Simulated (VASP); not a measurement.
# ZrS2 (P-3m1) in VASP: a series of runs, part 2 of 2

VASP 6.6.1. Earlier steps stand in the parts before.

## (3) Single point, LDA (film at in-plane strain +0.02)

Input file INCAR:

```
PREC = Accurate
ENCUT = 500
EDIFF = 1E-6
ISMEAR = 0
SIGMA = 0.01
LREAL = False
LASPH = True
NELM = 120
ALGO = Normal
ISIF = 2
LWAVE = False
LCHARG = False
GGA = CA
NBANDS = 19
GGA_COMPAT = False
```

Input file KPOINTS:

```
regular mesh
0
Gamma
  8 8 4
```

Input file POSCAR:

```
ZrS2
1.0
    3.6670471149      0.0000000000      0.0000000000
   -1.8335235575      3.1757559584      0.0000000000
    0.0000000000      0.0000000000      5.6104148844
Zr S
1 2
Direct
    0.0000000000      0.0000000000      0.0000000000
    0.6666666667      0.3333333333      0.7476201930
    0.3333333333      0.6666666667      0.2523798070
```

Potentials or basis: VASP PAW LDA potentials, release 64 (Zr_sv, S).

Command:

```
$ cat potpaw_LDA.64/Zr_sv/POTCAR potpaw_LDA.64/S/POTCAR > POTCAR
$ mpirun -np 1 vasp_std > vasp.out
```

OUTCAR:

```text
PREC = Accurate
   ENCUT = 500
   EDIFF = 1E-6
   ISMEAR = 0
   LREAL = False
   LASPH = True
   NELM = 120
   ISIF = 2
   GGA = CA

 ion  position               nearest neighbor table
   1  0.000  0.000  0.000-   2 2.55   3 2.55   2 2.55   3 2.55   2 2.55   3 2.55
   2  0.667  0.333  0.748-   1 2.55   1 2.55   1 2.55
   3  0.333  0.667  0.252-   1 2.55   1 2.55   1 2.55

  LATTYP: Found a hexagonal cell.
 ALAT       =     3.6670471149
 C/A-ratio  =     1.5299544043

  Lattice vectors:

 A1 = (   3.6670471149,   0.0000000000,   0.0000000000)
 A2 = (  -1.8335235575,   3.1757559584,   0.0000000000)
 A3 = (   0.0000000000,   0.0000000000,   5.6104148844)

Analysis of symmetry for initial positions (statically):
=====================================================================
 Subroutine PRICEL returns:
 Original cell was already a primitive cell.

 Routine SETGRP: Setting up the symmetry group for a
 hexagonal supercell.

 Subroutine GETGRP returns: Found 12 space group operations
 (whereof 12 operations were pure point group operations)
 out of a pool of 24 trial point group operations.

The static configuration has the point symmetry D_3d.
[... 163 lines left out ...]

 E-fermi :   5.3716     XC(G=0): -10.1593

 val. band max:        5.2338494925   @ k =   0.0000   0.0000   0.0000
 cond. band min:       5.8326159250   @ k =   0.5000   0.0000   0.5000
 fundamental gap:      0.5987664326
 Fermi energy:         5.3716451348

 k-point     1 :       0.0000    0.0000    0.0000
  band No.  band energies     occupation
      1     -43.6829      2.00000
      2     -21.9235      2.00000
      3     -21.7669      2.00000
      4     -21.7669      2.00000
      5      -7.8616      2.00000
      6      -6.1070      2.00000
[... 505 lines left out ...]
      6      -6.4224      2.00000
[... 11 lines left out ...]
     18      12.7877      0.00000
     19      13.4411      0.00000

 [... further k-points ...]

------------------------ aborting loop because EDIFF is reached ----------------------------------------

  FORCE on cell =-STRESS in cart. coord.  units (eV):
  Direction    XX          YY          ZZ          XY          YZ          ZX
  --------------------------------------------------------------------------------------
  -------------------------------------------------------------------------------------
  Total       -1.2216017     -1.2216017      0.0263196      0.0000000      0.0000000      0.0000000
  in kB      -29.9558471    -29.9558471      0.6454046      0.0000000      0.0000000      0.0000000
  external PRESSURE =     -19.7554299 kB  Pullay stress =       0.0000000 kB

 VOLUME and BASIS-vectors are now :
 -----------------------------------------------------------------------------
  energy-cutoff  :      500.00
  volume of cell :       65.34
      direct lattice vectors                 reciprocal lattice vectors
     3.667047115  0.000000000  0.000000000     0.272698978  0.157442828  0.000000000
    -1.833523557  3.175755958  0.000000000     0.000000000  0.314885657  0.000000000
     0.000000000  0.000000000  5.610414884     0.000000000  0.000000000  0.178239938

 POSITION                                       TOTAL-FORCE (eV/Angst)
 -----------------------------------------------------------------------------------
      0.00000      0.00000      0.00000         0.000000      0.000000      0.000000
      1.83352      1.05859      4.19446         0.000000      0.000000     -0.019505
     -0.00000      2.11717      1.41596        -0.000000     -0.000000      0.019505
 -----------------------------------------------------------------------------------
    total drift:                               -0.000000     -0.000000     -0.000000

  FREE ENERGIE OF THE ION-ELECTRON SYSTEM (eV)
  ---------------------------------------------------
  free  energy   TOTEN  =       -23.3719824073 eV

  energy  without entropy=      -23.3719824073  energy(sigma->0) =      -23.37198241
```

OSZICAR:

```text
N       E                     dE             d eps       ncg     rms          rms(c)
DAV:   1     0.157530515863E+03    0.15753E+03   -0.11820E+04  1330   0.114E+03
DAV:   2    -0.164668781663E+02   -0.17400E+03   -0.17028E+03  1719   0.274E+02
DAV:   3    -0.252425169160E+02   -0.87756E+01   -0.87292E+01  2161   0.561E+01
DAV:   4    -0.254340686419E+02   -0.19155E+00   -0.19127E+00  1813   0.759E+00
DAV:   5    -0.254405475952E+02   -0.64790E-02   -0.64779E-02  1998   0.112E+00    0.169E+01
DAV:   6    -0.234679237880E+02    0.19726E+01   -0.59997E+00  1469   0.136E+01    0.795E+00
DAV:   7    -0.233816570016E+02    0.86267E-01   -0.50937E-01  1794   0.391E+00    0.384E+00
DAV:   8    -0.233734964763E+02    0.81605E-02   -0.77109E-02  1674   0.156E+00    0.576E-01
DAV:   9    -0.233720084084E+02    0.14881E-02   -0.88442E-03  1503   0.599E-01    0.443E-01
DAV:  10    -0.233720909820E+02   -0.82574E-04   -0.22616E-03  1572   0.331E-01    0.332E-01
DAV:  11    -0.233719812050E+02    0.10978E-03   -0.31210E-04  1535   0.126E-01    0.601E-02
DAV:  12    -0.233719857665E+02   -0.45614E-05   -0.45621E-05  1568   0.364E-02    0.359E-02
DAV:  13    -0.233719824774E+02    0.32890E-05   -0.10319E-05  1535   0.161E-02    0.833E-03
DAV:  14    -0.233719824073E+02    0.70146E-07   -0.50213E-07   923   0.403E-03
   1 F= -.23371982E+02 E0= -.23371982E+02  d E =-.760180E-87
```

stdout:

```text
POSCAR found type information on POSCAR ZrS
 POSCAR found :  2 types and       3 ions
 scaLAPACK will be used
 LDA part: xc-table for (Slater(with rela. corr.)+CA(PZ))
 , standard interpolation
 POSCAR, INCAR and KPOINTS ok, starting setup
 FFT: planning ... GRIDC
 FFT: planning ... GRID_SOFT
 FFT: planning ... GRID
 WAVECAR not read
 entering main loop
```

Run time: 16 s. Hardware: 1 thread of Intel Xeon 6975P-C (Granite Rapids), shared host; peak memory 0.17 GiB.

Results:

* Free energy: -23.3720 eV
* Pressure: -2.0 GPa
* Largest force: 0.020 eV/Å
* Band gap on the k mesh: 0.60 eV (least direct gap 1.18 eV)

Forces on the atoms (eV/Å):
```
Zr   0.000  0.000  0.000
S    0.000  0.000 -0.020
S    0.000  0.000  0.020
```

Levels at points of the mesh, in eV from the valence-band top:
```tsv
k point	band 10	band 11	band 12	band 13	band 14	band 15
(0.00, 0.00, 0.00)	-0.38	-0.38	0.00	1.18	1.18	2.09
(0.50, 0.00, 0.00)	-2.80	-2.29	-1.66	0.77	2.90	3.15
(0.00, 0.00, 0.50)	-2.25	-0.60	-0.60	1.11	1.11	2.40
(0.50, 0.00, 0.50)	-2.52	-1.24	-0.87	0.60	2.88	3.16
```

Caveat: the cell differs from its parent crystal (film at in-plane strain +0.02).

## (4) Single point, LDA

This run uses another cell than the first one, of 21.10 Å³/atom.

Input file INCAR:

```
PREC     = Accurate       # precision mode
ENCUT    = 500            # plane-wave cutoff, eV
EDIFF    = 1E-6           # SCF threshold, eV
ISMEAR   = -1             # smearing method
SIGMA    = 0.05           # smearing width, eV
LREAL    = F              # projectors in reciprocal space
LASPH    = T              # aspherical terms in the spheres
NELM     = 120            # most SCF steps
ALGO     = Normal         # electronic algorithm
ISIF     = 2              # what is computed and relaxed
LWAVE    = F              # write WAVECAR
LCHARG   = T              # write CHGCAR
LELF     = T              # ELF
LVHAR    = T            
NBANDS   = 19             # bands
GGA_COMPAT= F
```

Input file KPOINTS:

```
regular mesh
0
Gamma
  12 12 6
```

Input file POSCAR:

```
ZrS2
1.0
    3.5951442303      0.0000000000      0.0000000000
   -1.7975721152      3.1134862337      0.0000000000
    0.0000000000      0.0000000000      5.6550958978
Zr S
1 2
Direct
    0.0000000000      0.0000000000      0.0000000000
    0.6666666667      0.3333333333      0.7432741248
    0.3333333333      0.6666666667      0.2567258752
```

Potentials or basis: VASP PAW LDA potentials, release 64 (Zr_sv, S).

Command:

```
$ cat potpaw_LDA.64/Zr_sv/POTCAR potpaw_LDA.64/S/POTCAR > POTCAR
$ mpirun -np 1 vasp_std > vasp.out
```

OUTCAR:

```text
PREC = Accurate
   ENCUT = 500
   EDIFF = 1E-6
   ISMEAR = -1
   LREAL = F
   LASPH = T
   NELM = 120
   ISIF = 2

 ion  position               nearest neighbor table
   1  0.000  0.000  0.000-   2 2.53   3 2.53   2 2.53   3 2.53   2 2.53   3 2.53
   2  0.667  0.333  0.743-   1 2.53   1 2.53   1 2.53
   3  0.333  0.667  0.257-   1 2.53   1 2.53   1 2.53

  LATTYP: Found a hexagonal cell.
 ALAT       =     3.5951442303
 C/A-ratio  =     1.5729816485

  Lattice vectors:

 A1 = (   3.5951442303,   0.0000000000,   0.0000000000)
 A2 = (  -1.7975721152,   3.1134862337,   0.0000000000)
 A3 = (   0.0000000000,   0.0000000000,   5.6550958978)

Analysis of symmetry for initial positions (statically):
=====================================================================
 Subroutine PRICEL returns:
 Original cell was already a primitive cell.

 Routine SETGRP: Setting up the symmetry group for a
 hexagonal supercell.

 Subroutine GETGRP returns: Found 12 space group operations
 (whereof 12 operations were pure point group operations)
 out of a pool of 24 trial point group operations.

The static configuration has the point symmetry D_3d.

Analysis of symmetry for dynamics (positions and initial velocities):
=====================================================================
 Subroutine PRICEL returns:
 Original cell was already a primitive cell.

 Routine SETGRP: Setting up the symmetry group for a
 hexagonal supercell.

 Subroutine GETGRP returns: Found 12 space group operations
 (whereof 12 operations were pure point group operations)
 out of a pool of 24 trial point group operations.

The dynamic configuration has the point symmetry D_3d.

 Subroutine INISYM returns: Found 12 space group operations
 (whereof 12 operations are pure point group operations),
 and found     1 'primitive' translations

----------------------------------------------------------------------------------------

                                     Primitive cell

  volume of cell :      63.2999

  direct lattice vectors                    reciprocal lattice vectors
     3.595144230  0.000000000  0.000000000     0.278152957  0.160591685  0.000000000
    -1.797572115  3.113486234  0.000000000     0.000000000  0.321183370  0.000000000
     0.000000000  0.000000000  5.655095898     0.000000000  0.000000000  0.176831661

  length of vectors
     3.595144230  3.595144230  5.655095898     0.321183370  0.321183370  0.176831661

  position of ions in fractional coordinates (direct lattice)
     0.000000000  0.000000000  0.000000000
     0.666666667  0.333333333  0.743274125
     0.333333333  0.666666667  0.256725875

  ion indices of the primitive-cell ions
   primitive index   ion index
                 1           1
                 2           2
                 3           3

----------------------------------------------------------------------------------------

 KPOINTS: regular mesh

Automatic generation of k-mesh.
 Grid dimensions read from file:
 generate k-points for:   12   12    6

 Generating k-lattice:

  Cartesian coordinates                     Fractional coordinates (reciprocal lattice)
     0.023179413  0.013382640  0.000000000     0.083333333  0.000000000  0.000000000
     0.000000000  0.026765281  0.000000000     0.000000000  0.083333333  0.000000000
     0.000000000  0.000000000  0.029471943     0.000000000  0.000000000  0.166666667

  Length of vectors
     0.026765281  0.026765281  0.029471943

  Shift w.r.t. Gamma in fractional coordinates (k-lattice)
     0.000000000  0.000000000  0.000000000

 Subroutine IBZKPT returns following result:
 ===========================================

 Found    100 irreducible k-points:

 Following reciprocal coordinates:
            Coordinates               Weight
  0.000000  0.000000  0.000000      1.000000
  0.083333  0.000000  0.000000      6.000000
  0.166667  0.000000  0.000000      6.000000
  0.250000  0.000000  0.000000      6.000000
  0.333333  0.000000  0.000000      6.000000
  0.416667  0.000000  0.000000      6.000000
[... 16 lines left out ...]
  0.166667  0.000000  0.166667      6.000000
  0.000000  0.166667  0.166667      6.000000
 [... further k-points ...]
   k-points           NKPTS =    100   k-points in BZ     NKDIM =    100   number of bands    NBANDS=     19
   number of dos      NEDOS =    301   number of ions     NIONS =      3
   total plane-waves  NPLWV =  32928
   dimension x,y,z NGX =    28 NGY =   28 NGZ =   42
   dimension x,y,z NGXF=    56 NGYF=   56 NGZF=   84
   ions per type =               1   2
   NGX,Y,Z   is equivalent  to a cutoff of  12.95, 12.95, 12.35 a.u.
   NGXF,Y,Z  is equivalent  to a cutoff of  25.90, 25.90, 24.69 a.u.
 SYSTEM =  unknown system
   PREC   = accura    normal or accurate (medium, high low for compatibility)
   ISTART =      0    job   : 0-new  1-cont  2-samecut
   ICHARG =      2    charge: 1-file 2-atom 10-const
   ISPIN  =      1    spin polarized calculation?
   LNONCOLLINEAR =      F non collinear calculations
   LSORBIT =      F    spin-orbit coupling
   LASPH  =      T    aspherical Exc in radial PAW
   ENCUT  =  500.0 eV  36.75 Ry    6.06 a.u.   6.55  6.55 10.31*2*pi/ulx,y,z
   NELM   =    120;   NELMIN=  2; NELMDL= -5     # of ELM steps
   EDIFF  = 0.1E-05   stopping-criterion for ELM
   LREAL  =      F    real-space projection
[... 7 lines left out ...]
   TEBEG  =    0.0;   TEEND  =   0.0 temperature during run
   PSTRESS=    0.0 pullay stress
   NELECT =      24.0000    total number of electrons
   NUPDOWN=      -1.0000    fix difference up-down
   EMIN   =  10.00;   EMAX   =-10.00  energy-range for DOS
   EFERMI =   0.00;   METHOD = LEGACY
   ISMEAR =    -1;   SIGMA  =   0.05  broadening in eV -4-tet -1-fermi 0-gaus
   EFERMI_NEDOS =   21; number of points for ismear=-14 and -15
   IALGO  =     38    algorithm
   IMIX   =      4    mixing-type and parameters
     AMIX     =   0.40;   BMIX     =  1.00
     AMIX_MAG =   1.60;   BMIX_MAG =  1.00
  volume/ion in A,a.u.               =      21.10       142.39
  Fermi-wavevector in a.u.,A,eV,Ry     =   1.184889  2.239115 19.102047  1.403961
  Thomas-Fermi vector in A             =   2.321094
   LORBIT       =      0    0 simple, 1 ext, 2 COOP (PROOUT), +10 PAW based schemes
   GGA     = CA    functional components
   LHFCALC =     F    Hartree Fock is set to
   AEXX    =    0.0000 exact exchange contribution
   IVDW    =     0    specifies the selected vdW correction
   LEPSILON=     F    determine dielectric tensor
   LRPA    =     F    only Hartree local field effects (RPA)
 non-spin polarized calculation
  energy-cutoff  :      500.00
  volume of cell :       63.30
 maximum number of plane-waves:      1641
 NGX is ok and might be reduce to    28
   NGX = 13   NGY = 13   NGZ = 21

 number of electron      24.0000002 magnetization

 Free energy of the ion-electron system (eV)
  ---------------------------------------------------
  ext. energy  EPLUGINS =         0.00000000
  ---------------------------------------------------
  free energy    TOTEN  =       -23.39832690 eV

  energy without entropy =      -23.39824708  energy(sigma->0) =      -23.39828699

 E-fermi :   5.7443     XC(G=0): -10.3136

 val. band max:        5.5131013601   @ k =   0.0000   0.0000   0.0000
 cond. band min:       5.9796255402   @ k =   0.5000   0.0000   0.5000
 fundamental gap:      0.4665241801
 Fermi energy:         5.7442785787

 k-point     1 :       0.0000    0.0000    0.0000
  band No.  band energies     occupation
      1     -43.2338      2.00000
      2     -21.4978      2.00000
      3     -21.3144      2.00000
      4     -21.3144      2.00000
      5      -7.6450      2.00000
      6      -5.8641      2.00000
[... 11 lines left out ...]
     18      10.8974      0.00000
     19      11.3015      0.00000

 k-point     2 :       0.0833    0.0000    0.0000
  band No.  band energies     occupation
      1     -43.2320      2.00000
      2     -21.4928      2.00000
      3     -21.3378      2.00000
      4     -21.3194      2.00000
      5      -7.5639      2.00000
      6      -5.8885      2.00000
[... 476 lines left out ...]
 k-point    24 :       0.0000    0.1667    0.1667
  band No.  band energies     occupation
      1     -43.2272      2.00000
      2     -21.4793      2.00000
      3     -21.4008      2.00000
      4     -21.3328      2.00000
      5      -7.2757      2.00000
      6      -6.0421      2.00000
[... 11 lines left out ...]
     18      12.2406      0.00000
     19      13.1442      0.00000

 [... further k-points ...]

------------------------ aborting loop because EDIFF is reached ----------------------------------------

  FORCE on cell =-STRESS in cart. coord.  units (eV):
  Direction    XX          YY          ZZ          XY          YZ          ZX
  --------------------------------------------------------------------------------------
  -------------------------------------------------------------------------------------
  Total        0.0245964      0.0245964      0.0240343     -0.0000000      0.0000000      0.0000000
  in kB        0.6225578      0.6225578      0.6083285     -0.0000000      0.0000000      0.0000000
  external PRESSURE =       0.6178147 kB  Pullay stress =       0.0000000 kB

 VOLUME and BASIS-vectors are now :
 -----------------------------------------------------------------------------
  energy-cutoff  :      500.00
  volume of cell :       63.30
      direct lattice vectors                 reciprocal lattice vectors
     3.595144230  0.000000000  0.000000000     0.278152957  0.160591685  0.000000000
    -1.797572115  3.113486234  0.000000000     0.000000000  0.321183370  0.000000000
     0.000000000  0.000000000  5.655095898     0.000000000  0.000000000  0.176831661

 POSITION                                       TOTAL-FORCE (eV/Angst)
 -----------------------------------------------------------------------------------
      0.00000      0.00000      0.00000        -0.000000      0.000000      0.000000
      1.79757      1.03783      4.20329         0.000000     -0.000000     -0.020519
     -0.00000      2.07566      1.45181        -0.000000      0.000000      0.020519
 -----------------------------------------------------------------------------------
    total drift:                               -0.000000      0.000000      0.000000

  FREE ENERGIE OF THE ION-ELECTRON SYSTEM (eV)
  ---------------------------------------------------
  free  energy   TOTEN  =       -23.3983268971 eV

  energy  without entropy=      -23.3982470817  energy(sigma->0) =      -23.39828699
```

It took 43 s on 1 thread of Intel Xeon 6975P-C (Granite Rapids), shared host; peak memory 0.22 GiB.

What came out:

```
Free energy            : -23.3983 eV
Pressure               : 0.1 GPa
Largest force          : 0.021 eV/Å
Band gap on the k mesh : 0.47 eV (least direct gap 1.30 eV)
```

Forces in eV/Å, atoms in the order of the input:
```
Zr   0.000  0.000  0.000
S    0.000  0.000 -0.021
S    0.000  0.000  0.021
```

Levels at points of the mesh, in eV from the valence-band top:
```tsv
k point	band 9	band 10	band 11	band 12	band 13	band 14	band 15	band 16
(0.00, 0.00, 0.00)	-3.09	-0.23	-0.23	0.00	1.30	1.30	1.99	4.66
(0.50, 0.00, 0.00)	-2.87	-2.75	-2.30	-1.52	0.71	3.20	3.57	5.81
(0.00, 0.00, 0.50)	-3.02	-2.36	-0.46	-0.46	1.24	1.24	2.46	5.28
(0.50, 0.00, 0.50)	-3.01	-2.66	-1.07	-0.87	0.47	3.18	3.56	5.03
```
